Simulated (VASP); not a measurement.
# Si3F2 (P-3m1) in VASP: a series of runs

The runs below take Si3F2 through relaxation of cell and atoms, single point, with PBE.

Program: VASP 6.6.1. These are calculated values, not measurements. Logs are shortened: lines on timing, memory, paths and dates and some standing lists are left out, and cuts for length are marked.

### Step 1. The cell of the first run

It takes space group P-3m1 (No. 164, trigonal). The conventional cell has a = 3.630 Å, b = 3.630 Å, c = 5.647 Å, α = 90.00°, β = 90.00°, γ = 120.00°. Si (site symmetry -3m) has 6 F at 2.51 Å and 6 Si at 2.90 Å within 3.3 Å. Si (site symmetry 3m) has 4 F at 2.19 to 2.26 Å and 6 Si at 2.66 to 2.90 Å within 3.0 Å. F (site symmetry 3m) has 7 Si at 2.19 to 2.51 Å within 2.9 Å.

### Step 2. Relaxation of cell and atoms, PBE

Input file INCAR:

```
  ALGO = Normal
  EDIFF = 1E-6
  EDIFFG = -0.04
  ENCUT = 600
  GGA = PE
  IBRION = 2
  ISIF = 3
  ISMEAR = 0
  LASPH = T
  LCHARG = F
  LREAL = F
  LWAVE = F
  NELM = 80
  NSW = 90
  PREC = Accurate
  SIGMA = 0.1
```

Input file KPOINTS:

```
k-points
0
Gamma
  6 6 4
```

Input file POSCAR:

```
Si3F2
1.0
    3.6296370054      0.0000000000      0.0000000000
   -1.8148185027      3.1433578532      0.0000000000
    0.0000000000      0.0000000000      5.6471255947
Si F
3 2
Direct
    0.0000000000      0.0000000000      0.0000000000
    0.3333333333      0.6666666667      0.6450000000
    0.6666666667      0.3333333333      0.3550000000
    0.3333333333      0.6666666667      0.2450000000
    0.6666666667      0.3333333333      0.7550000000
```

Potentials or basis: VASP PAW PBE potentials, release 64 (Si, F).

Run with:

```console
> cat potpaw_PBE.64/Si/POTCAR potpaw_PBE.64/F/POTCAR > POTCAR
> mpirun -np 1 vasp_std > vasp.out
```

OUTCAR:

```text
EDIFF = 1E-6
   EDIFFG = -0.04
   ENCUT = 600
   GGA = PE
   IBRION = 2
   ISIF = 3
   ISMEAR = 0
   LASPH = T
   LREAL = F
   NELM = 80
   NSW = 90
   PREC = Accurate

 ion  position               nearest neighbor table
   1  0.000  0.000  0.000-   4 2.51   5 2.51   5 2.51   4 2.51   5 2.51   4 2.51   2 2.90   3 2.90
                             2 2.90   3 2.90   3 2.90   2 2.90
   2  0.333  0.667  0.645-   5 2.19   5 2.19   5 2.19   4 2.26   3 2.66   3 2.66   3 2.66   1 2.90
                             1 2.90   1 2.90
   3  0.667  0.333  0.355-   4 2.19   4 2.19   4 2.19   5 2.26   2 2.66   2 2.66   2 2.66   1 2.90
                             1 2.90   1 2.90
   4  0.333  0.667  0.245-   3 2.19   3 2.19   3 2.19   2 2.26   1 2.51   1 2.51   1 2.51
   5  0.667  0.333  0.755-   2 2.19   2 2.19   2 2.19   3 2.26   1 2.51   1 2.51   1 2.51

  LATTYP: Found a hexagonal cell.
 ALAT       =     3.6296370054
 C/A-ratio  =     1.5558375635

  Lattice vectors:

 A1 = (   3.6296370054,   0.0000000000,   0.0000000000)
 A2 = (  -1.8148185027,   3.1433578532,   0.0000000000)
 A3 = (   0.0000000000,   0.0000000000,   5.6471255947)

Analysis of symmetry for initial positions (statically):
=====================================================================
 Subroutine PRICEL returns:
 Original cell was already a primitive cell.

 Routine SETGRP: Setting up the symmetry group for a
 hexagonal supercell.

 Subroutine GETGRP returns: Found 12 space group operations
 (whereof 12 operations were pure point group operations)
 out of a pool of 24 trial point group operations.

The static configuration has the point symmetry D_3d.

Analysis of symmetry for dynamics (positions and initial velocities):
=====================================================================
 Subroutine PRICEL returns:
 Original cell was already a primitive cell.

 Routine SETGRP: Setting up the symmetry group for a
 hexagonal supercell.

 Subroutine GETGRP returns: Found 12 space group operations
 (whereof 12 operations were pure point group operations)
 out of a pool of 24 trial point group operations.

The dynamic configuration has the point symmetry D_3d.

 Subroutine INISYM returns: Found 12 space group operations
 (whereof 12 operations are pure point group operations),
 and found     1 'primitive' translations

----------------------------------------------------------------------------------------

                                     Primitive cell

  volume of cell :      64.4295

  direct lattice vectors                    reciprocal lattice vectors
     3.629637005  0.000000000  0.000000000     0.275509644  0.159065567  0.000000000
    -1.814818503  3.143357853  0.000000000     0.000000000  0.318131135  0.000000000
     0.000000000  0.000000000  5.647125595     0.000000000  0.000000000  0.177081240

  length of vectors
     3.629637005  3.629637005  5.647125595     0.318131135  0.318131135  0.177081240

  position of ions in fractional coordinates (direct lattice)
     0.000000000  0.000000000  0.000000000
     0.333333333  0.666666667  0.645000000
     0.666666667  0.333333333  0.355000000
     0.333333333  0.666666667  0.245000000
     0.666666667  0.333333333  0.755000000

  ion indices of the primitive-cell ions
   primitive index   ion index
                 1           1
                 2           2
                 3           3
                 4           4
                 5           5

----------------------------------------------------------------------------------------

 KPOINTS: k-points

Automatic generation of k-mesh.
 Grid dimensions read from file:
 generate k-points for:    6    6    4

 Generating k-lattice:

  Cartesian coordinates                     Fractional coordinates (reciprocal lattice)
     0.045918274  0.026510928  0.000000000     0.166666667 -0.000000000  0.000000000
     0.000000000  0.053021856  0.000000000     0.000000000  0.166666667  0.000000000
     0.000000000  0.000000000  0.044270310     0.000000000  0.000000000  0.250000000

  Length of vectors
     0.053021856  0.053021856  0.044270310

  Shift w.r.t. Gamma in fractional coordinates (k-lattice)
     0.000000000  0.000000000  0.000000000

 Subroutine IBZKPT returns following result:
 ===========================================

 Found     24 irreducible k-points:

 Following reciprocal coordinates:
            Coordinates               Weight
  0.000000  0.000000  0.000000      1.000000
  0.166667  0.000000  0.000000      6.000000
  0.333333  0.000000  0.000000      6.000000
  0.500000  0.000000  0.000000      3.000000
  0.166667  0.166667  0.000000      6.000000
  0.333333  0.166667  0.000000     12.000000
[... 16 lines left out ...]
  0.333333  0.166667  0.500000     12.000000
  0.333333  0.333333  0.500000      2.000000
   k-points           NKPTS =     24   k-points in BZ     NKDIM =     24   number of bands    NBANDS=     17
   number of dos      NEDOS =    301   number of ions     NIONS =      5
   total plane-waves  NPLWV =  43200
   dimension x,y,z NGX =    30 NGY =   30 NGZ =   48
   dimension x,y,z NGXF=    60 NGYF=   60 NGZF=   96
   ions per type =               3   2
   NGX,Y,Z   is equivalent  to a cutoff of  13.74, 13.74, 14.13 a.u.
   NGXF,Y,Z  is equivalent  to a cutoff of  27.48, 27.48, 28.26 a.u.
 SYSTEM =  unknown system
   PREC   = accura    normal or accurate (medium, high low for compatibility)
   ISTART =      0    job   : 0-new  1-cont  2-samecut
   ICHARG =      2    charge: 1-file 2-atom 10-const
   ISPIN  =      1    spin polarized calculation?
   LNONCOLLINEAR =      F non collinear calculations
   LSORBIT =      F    spin-orbit coupling
   LASPH  =      T    aspherical Exc in radial PAW
   ENCUT  =  600.0 eV  44.10 Ry    6.64 a.u.   7.25  7.25 11.28*2*pi/ulx,y,z
   NELM   =     80;   NELMIN=  2; NELMDL= -5     # of ELM steps
   EDIFF  = 0.1E-05   stopping-criterion for ELM
   LREAL  =      F    real-space projection
   EDIFFG = -.4E-01   stopping-criterion for IOM
   NSW    =     90    number of steps for IOM
   IBRION =      2    ionic relax: 0-MD 1-quasi-New 2-CG
   NFREE  =      1    steps in history (QN), initial steepest desc. (CG)
   ISIF   =      3    stress and relaxation
   ISYM   =      2    0-nonsym 1-usesym 2-fastsym
   POTIM  = 0.5000    time-step for ionic-motion
   TEBEG  =    0.0;   TEEND  =   0.0 temperature during run
   PSTRESS=    0.0 pullay stress
   NELECT =      26.0000    total number of electrons
   NUPDOWN=      -1.0000    fix difference up-down
   EMIN   =  10.00;   EMAX   =-10.00  energy-range for DOS
   EFERMI =   0.00;   METHOD = LEGACY
   ISMEAR =     0;   SIGMA  =   0.10  broadening in eV -4-tet -1-fermi 0-gaus
   EFERMI_NEDOS =   21; number of points for ismear=-14 and -15
   IALGO  =     38    algorithm
   IMIX   =      4    mixing-type and parameters
     AMIX     =   0.40;   BMIX     =  1.00
     AMIX_MAG =   1.60;   BMIX_MAG =  1.00
  volume/ion in A,a.u.               =      12.89        86.96
  Fermi-wavevector in a.u.,A,eV,Ry     =   1.209775  2.286142 19.912869  1.463555
  Thomas-Fermi vector in A             =   2.345342
   LORBIT       =      0    0 simple, 1 ext, 2 COOP (PROOUT), +10 PAW based schemes
   GGA     = PE    functional components
   LHFCALC =     F    Hartree Fock is set to
   AEXX    =    0.0000 exact exchange contribution
   IVDW    =     0    specifies the selected vdW correction
   LEPSILON=     F    determine dielectric tensor
   LRPA    =     F    only Hartree local field effects (RPA)
 conjugate gradient relaxation of ions
 non-spin polarized calculation
 Gauss-broadening in eV      SIGMA  =   0.10
  energy-cutoff  :      600.00
  volume of cell :       64.43
 maximum number of plane-waves:      2189
 NGX is ok and might be reduce to    30
   NGX = 15   NGY = 15   NGZ = 23

--------------------------------------- Ionic step        1  -------------------------------------------

 number of electron      25.9999978 magnetization

 Free energy of the ion-electron system (eV)
  ---------------------------------------------------
  ext. energy  EPLUGINS =         0.00000000
  ---------------------------------------------------
  free energy    TOTEN  =       -17.85039717 eV

  energy without entropy =      -17.83356052  energy(sigma->0) =      -17.84197884

 E-fermi :   7.7553     XC(G=0): -10.8297

 val. band max:        7.7443334970   @ k =   0.3333   0.3333   0.0000
 cond. band min:       7.7764799533   @ k =   0.3333   0.0000   0.2500
 fundamental gap:      0.0321464563
 Fermi energy:         7.7552538346

 k-point     1 :       0.0000    0.0000    0.0000
  band No.  band energies     occupation
      1     -17.8071      2.00000
      2     -17.5637      2.00000
      3      -2.8881      2.00000
      4      -1.7547      2.00000
      5       0.3089      2.00000
      6       0.3089      2.00000
[... 9 lines left out ...]
     16      10.7236      0.00000
     17      11.1356      0.00000
[... 568 lines left out ...]
  FREE ENERGIE OF THE ION-ELECTRON SYSTEM (eV)
  ---------------------------------------------------
  free  energy   TOTEN  =       -19.1720119866 eV

  energy  without entropy=      -19.1567237040  energy(sigma->0) =      -19.16436785

 E-fermi :   5.2470     XC(G=0):  -9.7982

 val. band max:        5.2308208920   @ k =   0.1667   0.0000   0.0000
 cond. band min:       5.2716893279   @ k =   0.5000   0.0000   0.2500
 fundamental gap:      0.0408684359
 Fermi energy:         5.2469745123

 k-point     1 :       0.0000    0.0000    0.0000
  band No.  band energies     occupation
      1     -19.0995      2.00000
      2     -18.9510      2.00000
      3      -4.2576      2.00000
      4      -3.2145      2.00000
      5      -1.5007      2.00000
      6      -0.8375      2.00000
[... 9 lines left out ...]
     16       7.0266      0.00000
     17       7.0266      0.00000
[... 443 lines left out ...]
      1     -18.9389      2.00000
      2     -18.9389      2.00000
      3      -3.4043      2.00000
      4      -3.1351      2.00000
      5      -3.1351      2.00000
      6      -1.7493      2.00000
[... 9 lines left out ...]
     16       7.6078      0.00000
     17       7.7852      0.00000

[... ionic steps 4 to 33 ...]

--------------------------------------- Ionic step       34  -------------------------------------------

 number of electron      26.0000017 magnetization

------------------------ aborting loop because EDIFF is reached ----------------------------------------

  FORCE on cell =-STRESS in cart. coord.  units (eV):
  Direction    XX          YY          ZZ          XY          YZ          ZX
  --------------------------------------------------------------------------------------
  -------------------------------------------------------------------------------------
  Total        0.0421306      0.0421306     -0.0129798      0.0000000      0.0000000     -0.0000000
  in kB        0.7616623      0.7616623     -0.2346562      0.0000000      0.0000000     -0.0000000
  external PRESSURE =       0.4295562 kB  Pullay stress =       0.0000000 kB
[... 63 lines left out ...]
  energy  without entropy=      -22.7565668355  energy(sigma->0) =      -22.75836347

--------------------------------------- Ionic step       36  -------------------------------------------

 number of electron      26.0000012 magnetization

 Free energy of the ion-electron system (eV)
  ---------------------------------------------------
  ext. energy  EPLUGINS =         0.00000000
  ---------------------------------------------------
  free energy    TOTEN  =       -22.76075065 eV

  energy without entropy =      -22.75714363  energy(sigma->0) =      -22.75894714

 E-fermi :   4.4515     XC(G=0):  -9.0690

 val. band max:        4.4149788008   @ k =   0.5000   0.0000   0.2500
 cond. band min:       4.5363783394   @ k =   0.3333   0.3333   0.5000
 fundamental gap:      0.1213995387
 Fermi energy:         4.4514800784

 k-point     1 :       0.0000    0.0000    0.0000
  band No.  band energies     occupation
      1     -20.2463      2.00000
      2     -19.4432      2.00000
      3      -7.0247      2.00000
      4      -2.7926      2.00000
      5      -1.9459      2.00000
      6      -1.9459      2.00000
[... 9 lines left out ...]
     16       7.3552      0.00000
     17       7.3552      0.00000
[... 490 lines left out ...]
  FREE ENERGIE OF THE ION-ELECTRON SYSTEM (eV)
  ---------------------------------------------------
  free  energy   TOTEN  =       -22.7607506477 eV

  energy  without entropy=      -22.7571436310  energy(sigma->0) =      -22.75894714

 reached required accuracy - stopping structural energy minimisation
```

It took 5.3 min on 1 thread of Intel Xeon 6975P-C (Granite Rapids), shared host; peak memory 0.21 GiB.

What came out:

```
Free energy                           : -22.7608 eV
Relaxed volume                        : 17.75 Å³/atom
Relaxed cell                          : a = 3.785 Å, b = 3.785 Å, c = 7.153 Å, α = 90.00°, β = 90.00°, γ = 120.00°
Space group after relaxing (to 0.1 Å) : P-3m1 (No. 164)
Energy gained by relaxing             : 982.1 meV/atom
Ionic steps                           : 36
Pressure after relaxing               : 0.0 GPa
Largest force after relaxing          : 0.039 eV/Å
Band gap on the k mesh                : zero (bands 13 and 14 overlap by 0.45 eV)
```

Forces on the atoms (eV/Å):
```
Si   0.000  0.000  0.000
Si   0.000  0.000 -0.021
Si   0.000  0.000  0.021
F    0.000  0.000  0.039
F    0.000  0.000 -0.039
```

Step by step:
```
step  energy change (eV)  largest force (eV/Å)  pressure (GPa)  volume (Å³)
   1              0.0000                1.7904           24.25        64.43
   2             -1.3156                0.6260           -2.53        84.36
   3             -1.3216                0.6978           -1.23        82.57
   4             -1.4192                0.6185           -0.92        81.71
   5             -1.5143                0.4074            0.03        80.22
   6             -1.5221                0.3265            0.60        79.55
   7             -1.5653                0.5441           -0.19        80.18
   8             -1.7344                0.8614           -2.35        82.10
   9             -2.2228                1.3518           -6.07        86.02
  10             -3.0468                2.5217           -9.65        94.23
  11             -3.3973                0.5292          -12.67       112.19
  12             -3.3696                1.7544          -10.47       105.11
  13             -3.4097                1.4245          -10.92       107.01
  14             -3.4377                0.9461          -11.74       109.58
  15             -3.4412                0.9301          -11.77       109.63
  16             -3.4515                0.8825          -11.83       109.77
  17             -3.4702                0.7891          -11.95       110.05
  18             -3.5000                0.6103          -12.17       110.62
  19             -3.5239                0.3226          -12.58       111.76
  20             -3.5740                0.3065          -12.48       111.25
  21             -3.7203                0.2619          -12.05       109.73
  22             -3.9938                0.2251          -11.04       106.72
  23             -4.4489                0.2005           -8.39       100.86
  24             -4.8655                0.2917            0.02        89.72
  25             -4.8648                0.3078            0.45        89.31
  26             -4.8669                0.3063            0.46        89.31
  27             -4.8727                0.3007            0.41        89.29
  28             -4.8829                0.2839            0.32        89.26
  29             -4.8961                0.2296            0.09        89.19
  30             -4.8897                0.2226           -0.38        89.06
  31             -4.8990                0.1716           -0.08        89.15
  32             -4.9043                0.1212           -0.04        88.99
  33             -4.9096                0.0551            0.05        88.55
  34             -4.9098                0.0542            0.04        88.62
  35             -4.9098                0.0514            0.04        88.61
  36             -4.9104                0.0388           -0.04        88.73
```

Final structure:
```
CELL_PARAMETERS angstrom
3.78457 0.00000 0.00000
-1.89229 3.27754 0.00000
0.00000 0.00000 7.15321
ATOMIC_POSITIONS crystal
Si 0.00000 0.00000 0.00000
Si 0.33333 0.66667 0.54105
Si 0.66667 0.33333 0.45895
F 0.33333 0.66667 0.90246
F 0.66667 0.33333 0.09754
```

Levels at points of the mesh, in eV from the Fermi level:
| k point | band 10 | band 11 | band 12 | band 13 | band 14 | band 15 | band 16 | band 17 |
| --- | --- | --- | --- | --- | --- | --- | --- | --- |
| (0.00, 0.00, 0.00) | -4.72 | -2.57 | -1.15 | -1.15 | 0.75 | 2.47 | 2.90 | 2.90 |
| (0.50, 0.00, 0.00) | -5.09 | -2.65 | -2.31 | -0.70 | -0.28 | 1.07 | 2.05 | 2.55 |
| (0.00, 0.00, 0.50) | -5.59 | -2.09 | -1.16 | -1.16 | 0.16 | 2.41 | 2.94 | 3.43 |
| (0.50, 0.00, 0.50) | -5.32 | -2.64 | -2.29 | -0.99 | 0.34 | 0.66 | 1.70 | 3.12 |

Caveat: the volume moved by over 15 % at a fixed basis, so the end points are rough.

[end of part 1 of 3]
